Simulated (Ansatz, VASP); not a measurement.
## BeTe: VASP beside Ansatz

File INCAR:

```
SYSTEM = BeTe
PREC = Accurate ; ENCUT = 600
EDIFF = 1E-6 ; ISMEAR = 0
SIGMA = 0.05 ; LREAL = .FALSE.
LASPH = .TRUE. ; NELM = 120
ALGO = Normal ; ISIF = 2
LWAVE = .FALSE. ; LCHARG = .FALSE.
GGA = RE ; IVDW = 13
NBANDS = 11 ; GGA_COMPAT = .FALSE.
```

The input KPOINTS:

```
regular mesh
0
G
  8 8 8
  0 0 0
```

File POSCAR:

```
BeTe
1.0
    0.0000000000      2.7881767793      2.7881767793
    2.7881767793      0.0000000000      2.7881767793
    2.7881767793      2.7881767793      0.0000000000
Be Te
1 1
Direct
    0.0000000000      0.0000000000      0.0000000000
    0.7500000000      0.7500000000      0.7500000000
```

Input for Ansatz:

```yaml
crystal:
  lattice:
    - [0.0, 2.7881767793, 2.7881767793]
    - [2.7881767793, 0.0, 2.7881767793]
    - [2.7881767793, 2.7881767793, 0.0]
  atoms:
    - { symbol: Be, position: [0.0, 0.0, 0.0] }
    - { symbol: Te, position: [0.75, 0.75, 0.75] }
basis:
  ecutwfc: 420
  ecutrho_ratio: 4
kpoints:
  mp_grid: { grid: [8, 8, 8] }
hamiltonian:
  xc: revpbe
  dispersion: d4
scf:
  occupations: { method: gaussian, width: 0.05 }
output:
  forces: true
  stress: true
  eigenvalues: true
```

Alike in both runs: task single point; functional revPBE; dispersion D4; k mesh 8 × 8 × 8; occupations gaussian, width 0.05 eV; no spin polarisation.

|  | VASP | Ansatz |
| --- | --- | --- |
| version | VASP 6.6.1 | Ansatz 0.2.0 |
| potentials or method | VASP PAW PBE potentials, release 64 (Be, Te), cutoff 600 eV | scalar-relativistic, plane waves, PAW |
| valence electrons in the cell | 8 | 18 |

VASP gave:

| Quantity | Value |
| --- | --- |
| gap on the k mesh at the Fermi level (eV) | 1.96 |
| least direct gap on the mesh (eV) | 3.61 |
| pressure (GPa) | 0.1 |

Estimate Ansatz's values.

gap on the k mesh at the Fermi level (eV): 1.98; least direct gap on the mesh (eV): 3.63; pressure (GPa): 0.0.

VASP's potentials were made for PBE, not for revPBE. VASP's potentials hold 8 valence electrons a cell and Ansatz's 18, so a difference there can come from the potentials and not from the codes.

Spin-orbit coupling is off throughout.
